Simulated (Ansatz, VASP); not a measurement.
## NaI in VASP and in Ansatz

Contents of POSCAR:

```
NaI
1.0
    0.0000000000      3.2650000000      3.2650000000
    3.2650000000      0.0000000000      3.2650000000
    3.2650000000      3.2650000000      0.0000000000
Na I
1 1
Direct
    0.0053049029      0.0053049029      0.0053049029
    0.5000000000      0.5000000000      0.5000000000
```

The input INCAR.step1:

```
PREC = Accurate
ENCUT = 520
EDIFF = 1E-5
ISMEAR = -1
SIGMA = 0.05
LREAL = F
LASPH = T
NELM = 60
ALGO = Normal
ISIF = 2
LWAVE = T
LCHARG = F
NBANDS = 14
GGA = PE
```

File INCAR.step2:

```
PREC = Accurate
ENCUT = 520
EDIFF = 1E-7
ISMEAR = -1
SIGMA = 0.05
LREAL = F
LASPH = T
NELM = 60
ALGO = Normal
ISIF = 2
LWAVE = F
LCHARG = F
GGA = PE
LHFCALC = T
HFSCREEN = 0.2079
PRECFOCK = Normal
NBANDS = 14
ISTART = 1
```

The input KPOINTS:

```
regular mesh
0
Gamma
  4 4 4
```

Input for Ansatz:

```yaml
crystal:
  lattice:
    - [0.0, 3.265, 3.265]
    - [3.265, 0.0, 3.265]
    - [3.265, 3.265, 0.0]
  atoms:
    - { symbol: Na, position: [0.0053049029, 0.0053049029, 0.0053049029] }
    - { symbol: I, position: [0.5, 0.5, 0.5] }
kpoints:
  mp_grid: { grid: [4, 4, 4] }
hamiltonian:
  xc: hse06
  pseudopotentials: { kind: paw }
scf:
  occupations: { method: fermi_dirac, width: 0.05 }
  convergence: { dr2_threshold: "1e-10 eV" }
  exx: { energy_threshold: "2e-8 eV", singularity: regularized }
output:
  forces: true
  stress: true
  eigenvalues: true
```

Alike in both runs: task single point; functional HSE06; k mesh 4 × 4 × 4; occupations fermi-dirac, width 0.05 eV; no spin polarisation.

|  | VASP | Ansatz |
| --- | --- | --- |
| version | VASP 6.6.1 | Ansatz 0.2.0 development build |
| potentials or method | VASP PAW PBE potentials, release 64 (Na_pv, I) | plane waves, PAW datasets (generated soft set 1) |
| plane-wave cutoff (eV) | 520 | 420 |
| valence electrons in the cell | 14 | 26 |

VASP gave:

* gap on the k mesh at the Fermi level (eV): 4.58
* rms of the force components (eV/Å): 0.025

Question: Which values does Ansatz return?

Answer: gap on the k mesh at the Fermi level (eV): 4.60; rms of the force components (eV/Å): 0.025.

Atom by atom the forces differ by 0.000 eV/Å (rms over components). VASP's potentials hold 14 valence electrons a cell and Ansatz's 26, so a difference there can come from the potentials and not from the codes.

Neither program's run includes spin-orbit coupling.
